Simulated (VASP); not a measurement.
A run of VASP 6.6.1 is set up as follows.

INCAR

```
  PREC = Accurate
  ENCUT = 520
  EDIFF = 1E-7
  ISMEAR = -1
  SIGMA = 0.05
  LREAL = F
  LASPH = T
  NELM = 80
  ALGO = Normal
  ISIF = 2
  LWAVE = F
  LCHARG = T
  GGA = PE
  LELF = T
  LVHAR = T
  NBANDS = 16
```

KPOINTS

```
Automatic mesh
0
Gamma
  7 7 5
```

Contents of POSCAR:

```
Te
1.0
    4.4469300000      0.0000000000      0.0000000000
   -2.2234650000      3.8511543489      0.0000000000
    0.0000000000      0.0000000000      5.9149200000
Te
3
Direct
    0.7310000000      0.7310000000      0.5000000000
    0.0000000000      0.2690000000      0.8333333333
    0.2690000000      0.0000000000      0.1666666667
```

Potentials or basis: VASP PAW PBE potentials, release 64 (Te).

Command:

```sh
$ cat potpaw_PBE.64/Te/POTCAR > POTCAR
$ mpirun -np 1 vasp_std > vasp.out
```

(1) Predict the pressure.

(2) Estimate the band gap on the k mesh.

(3) Predict the largest force.

## Answers

(1) 1.7 GPa.

(2) 0.63 eV (least direct gap 0.79 eV).

(3) 0.185 eV/Å.

Caveat: spin-orbit coupling is left out, which moves the levels of the heavy elements.
